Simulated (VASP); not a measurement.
Runs of VASP 6.6.1 on SnSe. The structure is that of space group Fm-3m (No. 225), or close to it. The cells are those of the table. 

```tsv
cell	gap on the mesh (eV)	pressure (GPa)
a = 4.204, b = 4.167 Å, angles 60.3, 59.4, 60.3°, 2 atoms	0.75	-0.9
a = 4.136, b = 4.167 Å, angles 59.8, 60.5, 59.8°, 2 atoms	(a)	1.1
a = 4.178, b = 4.167 Å, angles 60.1, 59.8, 60.1°, 2 atoms	(b)	(c)
a = 4.126, b = 4.167 Å, angles 59.7, 60.7, 59.7°, 2 atoms	0.71	1.5
a = 4.209, b = 4.167 Å, angles 60.3, 59.3, 60.3°, 2 atoms	0.75	-1.0
```

Alike in all rows: task single point; level LDA; potentials or basis VASP PAW LDA potentials, release 64 (Sn_d, Se); no spin polarisation; k mesh 8 × 8 × 8; cutoff (eV) 520; smearing gaussian 0.05 eV.

Estimate the missing entries.

(a) 0.72; (b) 0.77; (c) -0.2.

Caveats: spin-orbit coupling is left out, which moves the levels of the heavy elements.

A k mesh can miss the band edges, and the runs leave out spin-orbit coupling on Se, Sn.
